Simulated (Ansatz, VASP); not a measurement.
Two plane-wave programs on Zn5Sn7Ru4

```
Zn Ru Sn
1.0
     6.92680   -0.43964    0.76695
    -0.44117    6.65461    0.07396
     0.77417    0.08053    6.51686
Zn Ru Sn
5 4 7
Direct
  0.29553 0.28848 0.26455
  0.69582 0.22838 0.19432
  0.21990 0.26943 0.81842
  0.68235 0.85273 0.28402
  0.77466 0.18678 0.60350
  0.43380 0.05983 0.53165
  0.31650 0.69035 0.29680
  0.28231 0.67835 0.79432
  0.70833 0.80649 0.66501
  0.96990 0.91514 0.91252
  0.45259 0.99854 0.95214
  0.02338 0.50671 0.13043
  0.06932 0.95426 0.41934
  0.57268 0.54810 0.98305
  0.99036 0.53215 0.61504
  0.51964 0.48014 0.51726
```

Alike in both runs: functional PBEsol; k mesh 3 × 3 × 3; occupations gaussian, width 0.1 eV; no spin polarisation.

Ansatz relaxed the structure, and its values are those at the end. VASP's run is a single point on that final structure, the one shown.

|  | VASP | Ansatz |
| --- | --- | --- |
| version | VASP 6.6.1 | Ansatz 0.2.0 |
| potentials or method | VASP PAW PBE potentials, release 64 (Zn, Ru_pv, Sn_d), cutoff 520 eV | scalar-relativistic, plane waves, PAW |
| valence electrons in the cell | 214 | 222 |

|  | VASP | Ansatz | Ansatz less VASP |
| --- | --- | --- | --- |
| gap on the k mesh at the Fermi level (eV) | none | none | - |
| pressure (GPa) | 0.2 | 0.1 | -0.11 |
| rms of the force components (eV/Å) | 0.016 | 0.013 | -0.0023 |

VASP's potentials were made for PBE, not for PBEsol. A gap of «none» marks a metal or a gap that the smearing closes. VASP's potentials hold 214 valence electrons a cell and Ansatz's 222, so a difference there can come from the potentials and not from the codes.
